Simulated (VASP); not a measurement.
**Sc: single point with PBE**

Sc:

```
Sc
1.0
     2.97464    0.00000    0.00000
     0.00000    2.97464    0.00000
     0.00000    0.00000    2.97464
Sc
1
Cartesian
  0.0000 0.0000 0.0000
```

| Item | Value |
| --- | --- |
| Program | VASP 6.6.1 |
| Task | single point |
| Functional | PBE |
| Potentials or basis | VASP PAW PBE potentials, release 64 (Sc_sv) |
| Cutoff | 520 eV |
| k mesh | 11 × 11 × 11 |
| Occupations | fermi-dirac, width 0.136057 eV |
| Spin | no spin polarisation |

```json
{
  "Pressure": "0.0 GPa"
}
```

Levels at points of the mesh, in eV from the Fermi level:
```csv
k point,band 1,band 2,band 3,band 4,band 5,band 6,band 7,band 8,band 9,band 10
"(0.00, 0.00, 0.00)",-49.68,-28.06,-28.06,-28.06,-4.98,-0.46,-0.46,3.74,3.74,3.74
```

It took 6 s on 1 thread of Intel(R) Xeon(R) 6975P-C (Granite Rapids), with other jobs on the host, peak memory 0.14 GiB.
